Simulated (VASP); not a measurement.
Write the native input for VASP 6.6.1 that does the following.

```yaml
Task: single point
Functional: PBE
Potentials_or_basis: VASP PAW PBE potentials, release 64 (Te)
Cutoff: 520 eV
k_mesh: 16 × 16 × 16
Occupations: fermi-dirac, width 0.08 eV
Spin: no spin polarisation
Dipole_correction: no
Further_INCAR_settings: ALGO = Normal; EDIFF = 1e-07; NBANDS = 9
```

The structure of Te lies in POSCAR:

```
Te
1.0
    2.3440563965      0.0000000000      0.0000000000
    0.0000000000      2.3440563965      0.0000000000
    0.0000000000      0.0000000000      2.3440563965
Te
1
Direct
    0.0000000000      0.0000000000      0.0000000000
```

This isn't the form of Te at room conditions, which is trigonal, of chains.

One way to write it, as run:

INCAR

```
PREC = Accurate
ENCUT = 520
EDIFF = 1E-7
ISMEAR = -1
SIGMA = 0.08
LREAL = False
LASPH = True
NELM = 100
ALGO = Normal
ISIF = 2
LWAVE = False
LCHARG = False
GGA = PE
NBANDS = 9
```

KPOINTS

```
regular mesh
0
Gamma
  16 16 16
```

Potentials or basis: VASP PAW PBE potentials, release 64 (Te).

Launch:

```sh
$ cat potpaw_PBE.64/Te/POTCAR > POTCAR
$ mpirun -np 1 vasp_std > vasp.out
```

Results of the run:

```
Pressure               : 346.7 GPa
Band gap on the k mesh : zero (bands 3 and 4 overlap by 11.82 eV)
```

Caveat: the cell stands under pressure; spin-orbit coupling is left out, which moves the levels of the heavy elements.

Wall time 10 s on 1 thread of AMD EPYC 9R45 (Zen 5), with other jobs on the host, peak memory 0.1 GiB.
